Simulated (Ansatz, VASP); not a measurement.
GeSb2Te4: VASP beside Ansatz

File INCAR:

```
PREC = Accurate
ENCUT = 520
EDIFF = 1E-7
ISMEAR = 0
SIGMA = 0.1
LREAL = False
LASPH = True
NELM = 60
ALGO = Normal
ISIF = 2
LWAVE = False
LCHARG = False
GGA = PE
NBANDS = 33
```

KPOINTS

```
regular mesh
0
Gamma
  4 4 4
```

The input POSCAR:

```
GeSb2Te4
1.0
   -3.0595750800      3.0595750800      6.0514149700
    3.0595750800     -3.0595750800      6.0514149700
    3.0595750800      3.0595750800     -6.0514149700
Ge Sb Te
1 2 4
Direct
    0.0000000000      0.0000000000      0.0000000000
    0.5000000000      0.5000000000      0.0000000000
    0.2500000000      0.7500000000      0.5000000000
    0.5016200000      0.0016200000      0.5000000000
    0.2481620000      0.2481620000      0.0000000000
    0.9983800000      0.4983800000      0.5000000000
    0.7518380000      0.7518380000      0.0000000000
```

Input for Ansatz:

```yaml
crystal:
  lattice:
    - [-3.05957508, 3.05957508, 6.05141497]
    - [3.05957508, -3.05957508, 6.05141497]
    - [3.05957508, 3.05957508, -6.05141497]
  atoms:
    - { symbol: Ge, position: [0.0, 0.0, 0.0] }
    - { symbol: Sb, position: [0.5, 0.5, 0.0] }
    - { symbol: Sb, position: [0.25, 0.75, 0.5] }
    - { symbol: Te, position: [0.50162, 0.00162, 0.5] }
    - { symbol: Te, position: [0.248162, 0.248162, 0.0] }
    - { symbol: Te, position: [0.99838, 0.49838, 0.5] }
    - { symbol: Te, position: [0.751838, 0.751838, 0.0] }
basis:
  ecutwfc: 420
kpoints:
  mp_grid: { grid: [4, 4, 4] }
hamiltonian:
  xc: pbe
scf:
  occupations: { method: gaussian, width: 0.1 }
  lower_state_search: "off"
output:
  forces: true
  stress: true
  eigenvalues: true
```

Alike in both runs: task single point; functional PBE; k mesh 4 × 4 × 4; occupations gaussian, width 0.1 eV; no spin polarisation.

|  | VASP | Ansatz |
| --- | --- | --- |
| version | VASP 6.6.1 | Ansatz 0.2.0 |
| potentials or method | VASP PAW PBE potentials, release 64 (Ge_d, Sb, Te), cutoff 520 eV | scalar-relativistic, plane waves, PAW |
| valence electrons in the cell | 48 | 108 |

Ansatz gave:

* gap on the k mesh at the Fermi level (eV): none
* pressure (GPa): 0.1
* traceless stress, the component that is largest in VASP (GPa): -0.05
* rms of the force components (eV/Å): 0.027

Question: Which values does VASP return?

Answer: gap on the k mesh at the Fermi level (eV): none; pressure (GPa): 0.0; traceless stress, the component that is largest in VASP (GPa): -0.04; rms of the force components (eV/Å): 0.026.

Atom by atom the forces differ by 0.001 eV/Å (rms over components). A gap of «none» marks a metal or a gap that the smearing closes. With one functional, cell and mesh, what is left measures potentials, basis and numerics. VASP's potentials hold 48 valence electrons a cell and Ansatz's 108, so a difference there can come from the potentials and not from the codes.

The k mesh is coarse, so the values compare programs but aren't converged. Neither program's run includes spin-orbit coupling.
